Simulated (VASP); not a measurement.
Gd, 2 atoms in the cell. Symmetry: P6_3/mmc, No. 194, hexagonal system. Conventional cell: a = 3.636 Å, b = 3.636 Å, c = 5.783 Å, α = 90.00°, β = 90.00°, γ = 120.00°. Gd (site symmetry -6m2) has 12 Gd at 3.57 to 3.64 Å within 4.7 Å. 

- Program: VASP 6.6.1
- Task: single point
- Functional: PBE
- Potentials or basis: VASP PAW PBE potentials, release 64 (Gd)
- Cutoff: 520 eV
- k mesh: 8 × 8 × 5
- Occupations: gaussian, width 0.027 eV
- Spin: collinear spin, ferromagnetic start
- Starting moments: [7.0, 7.0] μB
- Dipole correction: no
- Further INCAR settings: ALGO = Normal; EDIFF = 1e-07; NBANDS = 29

Potentials or basis: VASP PAW PBE potentials, release 64 (Gd).

Launch:

```bash
$ cat potpaw_PBE.64/Gd/POTCAR > POTCAR
$ mpirun -np 1 vasp_std > vasp.out
```

Hardware: 1 thread of AMD EPYC 9R45 96-Core Processor (Zen 5) (shared host).

Question: How long does it take, and how much memory?

Answer: It took 3.2 min on 1 thread of AMD EPYC 9R45 96-Core Processor (Zen 5), on a shared host, peak memory 0.25 GiB. Counts: scf iterations 38, k points 30.
